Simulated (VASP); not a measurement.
**Mo: single point with PBEsol**

The system is Mo, a slab with vacuum.

```
Mo
1.0
     2.71014    0.00000    0.00000
    -0.90338    2.55515    0.00000
     0.00000    0.00000   20.42560
Mo
3
Direct
  0.00000 0.00000 0.39166
  0.50000 0.50000 0.50000
  0.00000 0.00000 0.60834
```

```
Program                : VASP 6.6.1
Task                   : single point
Functional             : PBEsol
Potentials or basis    : VASP PAW PBE potentials, release 64 (Mo_sv)
Cutoff                 : 520 eV
k mesh                 : 13 × 13 × 1
Occupations            : fermi-dirac, width 0.05 eV
Spin                   : no spin polarisation
Dipole correction      : yes
Further INCAR settings : ALGO = Normal; EDIFF = 1e-07; NBANDS = 28
```

The largest force is 0.625 eV/Å. The band gap on the k mesh is zero (bands 21 and 22 overlap by 2.02 eV).

Forces in eV/Å, atoms in the order of the input:
```
Mo   0.000  0.000  0.625
Mo   0.000  0.000  0.000
Mo   0.000  0.000 -0.625
```

Levels at points of the mesh, in eV from the Fermi level:
```tsv
k point	band 19	band 20	band 21	band 22	band 23	band 24
(0.00, 0.00, 0.00)	-1.49	-1.40	-0.57	-0.30	1.08	1.26
```

Run time: 110 s on 1 thread of Intel(R) Xeon(R) 6975P-C (Granite Rapids), with other jobs on the host, peak memory 0.31 GiB.

Caveat: the PAW data sets were made with another functional, which shifts forces and pressure a little.
